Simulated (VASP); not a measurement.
Write the native input for VASP 6.6.1 that does the following.

| Item | Value |
| --- | --- |
| Task | single point |
| Functional | LDA |
| Potentials or basis | VASP PAW LDA potentials, release 64 (Bi_d) |
| Cutoff | 520 eV |
| k mesh | 7 × 7 × 7 |
| Occupations | fermi-dirac, width 0.05 eV |
| Spin | no spin polarisation |
| Dipole correction | no |
| Further INCAR settings | ALGO = Normal; EDIFF = 1e-06; NBANDS = 22 |

The structure of Bi lies in POSCAR:

```
Bi
1.0
    2.2675000000      1.3091417354      3.9380000000
   -2.2675000000      1.3091417354      3.9380000000
    0.0000000000     -2.6182834708      3.9380000000
Bi
2
Direct
    0.7660000000      0.7660000000      0.7660000000
    0.2340000000      0.2340000000      0.2340000000
```

One way to write it, as run:

INCAR

```
SYSTEM = Bi
  PREC = Accurate
  ENCUT = 520
  EDIFF = 1E-6
  ISMEAR = -1
  SIGMA = 0.05
  LREAL = .False.
  LASPH = .True.
  NELM = 80
  ALGO = Normal
  ISIF = 2
  LWAVE = .False.
  LCHARG = .True.
  GGA = CA
  LELF = .True.
  LVHAR = .True.
  NBANDS = 22
```

KPOINTS

```
Automatic mesh
0
Gamma
  7 7 7
  0 0 0
```

Potentials or basis: VASP PAW LDA potentials, release 64 (Bi_d).

Command:

```bash
$ cat potpaw_LDA.64/Bi_d/POTCAR > POTCAR
$ mpirun -np 1 vasp_std > vasp.out
```

It gave:

- Pressure: -1.5 GPa
- Largest force: 0.069 eV/Å
- Band gap on the k mesh: 0.27 eV, indirect (least direct gap 0.53 eV)

Caveat: spin-orbit coupling is left out, which moves the levels of the heavy elements.

It took 38 s on 1 thread of Intel Xeon 6975P-C, on a shared host, peak memory 0.19 GiB.
